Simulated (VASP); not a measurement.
KNi2S2, 5 atoms in the cell. Symmetry: I4/mmm, No. 139, tetragonal system. The conventional cell has a = 3.701 Å, b = 3.701 Å, c = 12.154 Å, α = 90.00°, β = 90.00°, γ = 90.00°. K (site symmetry 4/mmm) has 10 S at 3.20 to 4.23 Å and 8 Ni at 3.56 Å and 4 K at 3.70 Å within 4.3 Å. Ni (site symmetry -4m2) has 4 S at 2.20 Å and 4 Ni at 2.62 Å within 2.9 Å. Within 2.9 Å of S (site symmetry 4mm) lie 4 Ni at 2.20 Å. 

- Program: VASP 6.6.1
- Task: relaxation of shape and atoms at fixed volume
- Functional: PBEsol
- Potentials or basis: VASP PAW PBE potentials, release 64 (K_sv, Ni, S)
- Cutoff: 600 eV
- k mesh: 14 × 14 × 14
- Occupations: gaussian, width 0.1 eV
- Spin: no spin polarisation
- Dipole correction: no
- Further INCAR settings: ALGO = Normal; EDIFF = 1e-07; IBRION = 2; EDIFFG = -0.01; NSW = 50; ISIF = 4

Potentials or basis: VASP PAW PBE potentials, release 64 (K_sv, Ni, S).

Command:

```console
$ cat potpaw_PBE.64/K_sv/POTCAR potpaw_PBE.64/Ni/POTCAR potpaw_PBE.64/S/POTCAR > POTCAR
$ mpirun -np 1 vasp_std > vasp.out
```

Hardware: 1 thread of Intel(R) Xeon(R) 6975P-C (Granite Rapids) (shared host).

Problem. How long does it take, and how much memory?

Solution. Run time: 74 min on 1 thread of Intel(R) Xeon(R) 6975P-C (Granite Rapids), on a shared host, peak memory 0.85 GiB. Counts: scf iterations 58, k points 244, ion steps 6.
